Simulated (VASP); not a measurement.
# W (Fd-3m) in VASP: a series of runs

The runs below take W through single point, relaxation of cell and atoms, with revPBE.

Everything below comes from runs of VASP 6.6.1. Logs are shortened: lines on timing, memory, paths and dates and some standing lists are left out, and cuts for length are marked.

## 1. The cell of the first run

Symmetry: Fd-3m, No. 227, cubic system. Conventional cell: a = 5.776 Å, b = 5.776 Å, c = 5.776 Å, α = 90.00°, β = 90.00°, γ = 90.00°. Within 3.3 Å of W (site symmetry -43m) lie 4 W at 2.50 Å.

This isn't the form of W at room conditions, which is bcc.

## 2. Single point, revPBE

The input, INCAR:

```
SYSTEM = W
PREC = Accurate
ENCUT = 500
EDIFF = 1E-6
ISMEAR = -1
SIGMA = 0.05
LREAL = .FALSE.
LASPH = .TRUE.
NELM = 120
ALGO = Normal
ISIF = 2
LWAVE = .FALSE.
LCHARG = .FALSE.
GGA = RE
NBANDS = 21
GGA_COMPAT = .FALSE.
```

The input, KPOINTS:

```
Automatic mesh
0
G
  7 7 7
  0 0 0
```

The input, POSCAR:

```
W
1.0
    0.0000000000      2.8878846688      2.8878846688
    2.8878846688      0.0000000000      2.8878846688
    2.8878846688      2.8878846688      0.0000000000
W
2
Direct
    1.0000000000      1.0000000000      1.0000000000
    0.2500000000      0.2500000000      0.2500000000
```

Potentials or basis: VASP PAW PBE potentials, release 64 (W_sv).

Launch:

```
> cat potpaw_PBE.64/W_sv/POTCAR > POTCAR
> mpirun -np 1 vasp_std > vasp.out
```

OUTCAR:

```text
SYSTEM = W
   PREC = Accurate
   ENCUT = 500
   EDIFF = 1E-6
   ISMEAR = -1
   LREAL = .FALSE.
   LASPH = .TRUE.
   NELM = 120
   ISIF = 2
   GGA = RE

 ion  position               nearest neighbor table
   1  0.000  0.000  0.000-   2 2.50   2 2.50   2 2.50   2 2.50
   2  0.250  0.250  0.250-   1 2.50   1 2.50   1 2.50   1 2.50

  LATTYP: Found a face centered cubic cell.
 ALAT       =     5.7757693376

  Lattice vectors:

 A1 = (   0.0000000000,   2.8878846688,   2.8878846688)
 A2 = (   2.8878846688,   0.0000000000,   2.8878846688)
 A3 = (   2.8878846688,   2.8878846688,   0.0000000000)

Analysis of symmetry for initial positions (statically):
=====================================================================
 Subroutine PRICEL returns:
 Original cell was already a primitive cell.

 Routine SETGRP: Setting up the symmetry group for a
 face centered cubic supercell.

 Subroutine GETGRP returns: Found 48 space group operations
 (whereof 24 operations were pure point group operations)
 out of a pool of 48 trial point group operations.

The static configuration has the point symmetry T_d .
 The point group associated with its full space group is O_h .

Analysis of symmetry for dynamics (positions and initial velocities):
=====================================================================
 Subroutine PRICEL returns:
 Original cell was already a primitive cell.

 Routine SETGRP: Setting up the symmetry group for a
 face centered cubic supercell.

 Subroutine GETGRP returns: Found 48 space group operations
 (whereof 24 operations were pure point group operations)
 out of a pool of 48 trial point group operations.

The dynamic configuration has the point symmetry T_d .
 The point group associated with its full space group is O_h .

 Subroutine INISYM returns: Found 48 space group operations
 (whereof 24 operations are pure point group operations),
 and found     1 'primitive' translations

----------------------------------------------------------------------------------------

                                     Primitive cell

  volume of cell :      48.1692

  direct lattice vectors                    reciprocal lattice vectors
     0.000000000  2.887884669  2.887884669    -0.173137108  0.173137108  0.173137108
     2.887884669  0.000000000  2.887884669     0.173137108 -0.173137108  0.173137108
     2.887884669  2.887884669  0.000000000     0.173137108  0.173137108 -0.173137108
[... 74 lines left out ...]
   LNONCOLLINEAR =      F non collinear calculations
   LSORBIT =      F    spin-orbit coupling
   LASPH  =      T    aspherical Exc in radial PAW
   ENCUT  =  500.0 eV  36.75 Ry    6.06 a.u.   7.45  7.45  7.45*2*pi/ulx,y,z
   NELM   =    120;   NELMIN=  2; NELMDL= -5     # of ELM steps
   EDIFF  = 0.1E-05   stopping-criterion for ELM
   LREAL  =      F    real-space projection
   EDIFFG = 0.1E-04   stopping-criterion for IOM
   NSW    =      0    number of steps for IOM
   IBRION =     -1    ionic relax: 0-MD 1-quasi-New 2-CG
   NFREE  =      0    steps in history (QN), initial steepest desc. (CG)
   ISIF   =      2    stress and relaxation
   ISYM   =      2    0-nonsym 1-usesym 2-fastsym
   POTIM  = 0.5000    time-step for ionic-motion
   TEBEG  =    0.0;   TEEND  =   0.0 temperature during run
   PSTRESS=    0.0 pullay stress
   NELECT =      28.0000    total number of electrons
   NUPDOWN=      -1.0000    fix difference up-down
   EMIN   =  10.00;   EMAX   =-10.00  energy-range for DOS
   EFERMI =   0.00;   METHOD = LEGACY
   ISMEAR =    -1;   SIGMA  =   0.05  broadening in eV -4-tet -1-fermi 0-gaus
   EFERMI_NEDOS =   21; number of points for ismear=-14 and -15
   IALGO  =     38    algorithm
   IMIX   =      4    mixing-type and parameters
     AMIX     =   0.40;   BMIX     =  1.00
     AMIX_MAG =   1.60;   BMIX_MAG =  1.00
  volume/ion in A,a.u.               =      24.08       162.53
  Fermi-wavevector in a.u.,A,eV,Ry     =   1.366274  2.581883 25.398042  1.866703
  Thomas-Fermi vector in A             =   2.492429
   LORBIT       =      0    0 simple, 1 ext, 2 COOP (PROOUT), +10 PAW based schemes
   GGA     = RE    functional components
   LHFCALC =     F    Hartree Fock is set to
   AEXX    =    0.0000 exact exchange contribution
   IVDW    =     0    specifies the selected vdW correction
   LEPSILON=     F    determine dielectric tensor
   LRPA    =     F    only Hartree local field effects (RPA)
 non-spin polarized calculation
  energy-cutoff  :      500.00
  volume of cell :       48.17
 maximum number of plane-waves:      1243
 NGX is ok and might be reduce to    30
   NGX = 15   NGY = 15   NGZ = 15

 number of electron      28.0000004 magnetization

 Free energy of the ion-electron system (eV)
  ---------------------------------------------------
  ext. energy  EPLUGINS =         0.00000000
  ---------------------------------------------------
  free energy    TOTEN  =       -19.76273294 eV

  energy without entropy =      -19.73751294  energy(sigma->0) =      -19.75012294

 E-fermi :   5.5778     XC(G=0): -10.8512

 val. band max:        5.5706001733   @ k =  -0.4286   0.4286   0.1429
 cond. band min:       5.6293804517   @ k =   0.2857   0.1429   0.0000
 fundamental gap:      0.0587802783
 Fermi energy:         5.5778483752

 k-point     1 :       0.0000    0.0000    0.0000
  band No.  band energies     occupation
      1     -67.5679      2.00000
      2     -67.2185      2.00000
      3     -32.1888      2.00000
      4     -32.1888      2.00000
      5     -32.1888      2.00000
      6     -31.2109      2.00000
[... 469 lines left out ...]
     20      10.7887      0.00000
     21      11.3864      0.00000

------------------------ aborting loop because EDIFF is reached ----------------------------------------

  FORCE on cell =-STRESS in cart. coord.  units (eV):
  Direction    XX          YY          ZZ          XY          YZ          ZX
  --------------------------------------------------------------------------------------
  -------------------------------------------------------------------------------------
  Total        1.6694715      1.6694715      1.6694715     -0.0000000     -0.0000000     -0.0000000
  in kB       55.5290264     55.5290264     55.5290264     -0.0000000     -0.0000000     -0.0000000
  external PRESSURE =      55.5290264 kB  Pullay stress =       0.0000000 kB

 VOLUME and BASIS-vectors are now :
 -----------------------------------------------------------------------------
  energy-cutoff  :      500.00
  volume of cell :       48.17
      direct lattice vectors                 reciprocal lattice vectors
     0.000000000  2.887884669  2.887884669    -0.173137108  0.173137108  0.173137108
     2.887884669  0.000000000  2.887884669     0.173137108 -0.173137108  0.173137108
     2.887884669  2.887884669  0.000000000     0.173137108  0.173137108 -0.173137108

 POSITION                                       TOTAL-FORCE (eV/Angst)
 -----------------------------------------------------------------------------------
      0.00000      0.00000      0.00000        -0.000000     -0.000000     -0.000000
      1.44394      1.44394      1.44394         0.000000      0.000000      0.000000
 -----------------------------------------------------------------------------------
    total drift:                                0.000000     -0.000000      0.000000

  FREE ENERGIE OF THE ION-ELECTRON SYSTEM (eV)
  ---------------------------------------------------
  free  energy   TOTEN  =       -19.7627329393 eV

  energy  without entropy=      -19.7375129432  energy(sigma->0) =      -19.75012294
```

Run time: 9.2 s. Hardware: 1 thread of AMD EPYC 9R45 (Zen 5), shared host; peak memory 0.14 GiB.

What came out:

```
Free energy            : -19.7627 eV
Pressure               : 5.6 GPa
Band gap on the k mesh : zero (bands 14 and 15 overlap by 0.83 eV)
```

Caveat: the cell stands under pressure; the PAW data sets were made with another functional, which shifts forces and pressure a little; spin-orbit coupling is left out, which moves the levels of the heavy elements.

## 3. Single point, revPBE

This run uses another cell than the first one, of 25.09 Å³/atom.

The input, INCAR:

```
PREC = Accurate
ENCUT = 500
EDIFF = 1E-6
ISMEAR = -1
SIGMA = 0.05
LREAL = False
LASPH = True
NELM = 120
ALGO = Normal
ISIF = 2
LWAVE = False
LCHARG = False
GGA = RE
NBANDS = 21
GGA_COMPAT = False
```

The input, KPOINTS:

```
regular mesh
0
Gamma
  7 7 7
```

The input, POSCAR:

```
W
1.0
    0.0000000000      2.9274665470      2.9274665470
    2.9274665470      0.0000000000      2.9274665470
    2.9274665470      2.9274665470      0.0000000000
W
2
Direct
    1.0000000000      1.0000000000      1.0000000000
    0.2500000000      0.2500000000      0.2500000000
```

Potentials or basis: VASP PAW PBE potentials, release 64 (W_sv).

Launch:

```
> cat potpaw_PBE.64/W_sv/POTCAR > POTCAR
> mpirun -np 1 vasp_std > vasp.out
```

Run time: 9.3 s. Hardware: 1 thread of AMD EPYC 9R45 (Zen 5), shared host; peak memory 0.14 GiB.

The run converged. Its results:

- Free energy: -19.8002 eV
- Pressure: 0.4 GPa
- Band gap on the k mesh: zero (bands 14 and 15 overlap by 0.85 eV)

Levels at points of the mesh, in eV from the Fermi level:
| k point | band 10 | band 11 | band 12 | band 13 | band 14 | band 15 | band 16 | band 17 | band 18 | band 19 |
| --- | --- | --- | --- | --- | --- | --- | --- | --- | --- | --- |
| (0.00, 0.00, 0.00) | -1.81 | -1.81 | -1.08 | -1.08 | -1.08 | 1.52 | 1.52 | 1.52 | 5.18 | 5.18 |

Caveat: the PAW data sets were made with another functional, which shifts forces and pressure a little; spin-orbit coupling is left out, which moves the levels of the heavy elements.

## 4. Relaxation of cell and atoms, revPBE

This run uses another cell than the first one, of 20.57 Å³/atom.

The input, INCAR:

```
PREC = Accurate ; ENCUT = 500
EDIFF = 1E-7 ; ISMEAR = -1
SIGMA = 0.05 ; LREAL = F
LASPH = T ; NELM = 120
ALGO = Normal ; ISIF = 3
LWAVE = F ; LCHARG = F
GGA = RE ; IBRION = 2
NSW = 80 ; EDIFFG = -0.03
GGA_COMPAT = F ; NELMIN = 4
```

KPOINTS is that of step 3.

The input, POSCAR:

```
W
1.0
    0.0000000000      2.7400000000      2.7400000000
    2.7400000000      0.0000000000      2.7400000000
    2.7400000000      2.7400000000      0.0000000000
W
2
Direct
    1.0000000000      1.0000000000      1.0000000000
    0.2500000000      0.2500000000      0.2500000000
```

Launch:

```
> cat potpaw_PBE.64/W_sv/POTCAR > POTCAR
> mpirun -np 1 vasp_std > vasp.out
```

Run time: 28 s. Hardware: 1 thread of AMD EPYC 9R45 (Zen 5), shared host; peak memory 0.13 GiB.

It converged, with:

- Free energy: -19.7965 eV
- Relaxed volume: 25.19 Å³/atom
- Relaxed cell: a = 4.145 Å, b = 4.145 Å, c = 4.145 Å, α = 60.00°, β = 60.00°, γ = 60.00°
- Space group after relaxing (to 0.1 Å): Fd-3m (No. 227)
- Pressure after relaxing: 0.0 GPa
- Band gap on the k mesh: zero (bands 14 and 15 overlap by 0.86 eV)

Final structure:
```
CELL_PARAMETERS angstrom
0.00000 2.93123 2.93123
2.93123 0.00000 2.93123
2.93123 2.93123 0.00000
ATOMIC_POSITIONS crystal
W 0.00000 0.00000 0.00000
W 0.25000 0.25000 0.25000
```

Levels at points of the mesh, in eV from the Fermi level:
```
           k point  band 11  band 12  band 13  band 14  band 15  band 16  band 17  band 18
(0.00, 0.00, 0.00)    -1.79    -1.08    -1.08    -1.08     1.51     1.51     1.51     5.16
```

Caveat: the volume moved by over 15 % at a fixed basis, so the end points are rough; the PAW data sets were made with another functional, which shifts forces and pressure a little; spin-orbit coupling is left out, which moves the levels of the heavy elements.

## 5. Summary

| task | cell | gap on the mesh (eV) | pressure (GPa) |
| --- | --- | --- | --- |
| single point | a = 4.084 Å, angles 60.0°, 2 atoms | none | 5.6 |
| single point | a = 4.140 Å, angles 60.0°, 2 atoms | none | 0.4 |
| relaxation of cell and atoms | relaxed from a = 3.875 Å, angles 60.0°, 2 atoms | none | 0.0 |

Alike in all rows: level revPBE; potentials or basis VASP PAW PBE potentials, release 64 (W_sv); no spin polarisation; k mesh 7 × 7 × 7; cutoff (eV) 500; smearing fermi-dirac 0.05 eV.

Caveats: the PAW data sets were made with another functional, which shifts forces and pressure a little; spin-orbit coupling is left out, which moves the levels of the heavy elements; the cell stands under pressure (at least some runs); the volume moved by over 15 % at a fixed basis, so the end points are rough (at least some runs).

Total energies depend on the potentials used, so only differences within one code and one set of settings carry meaning.
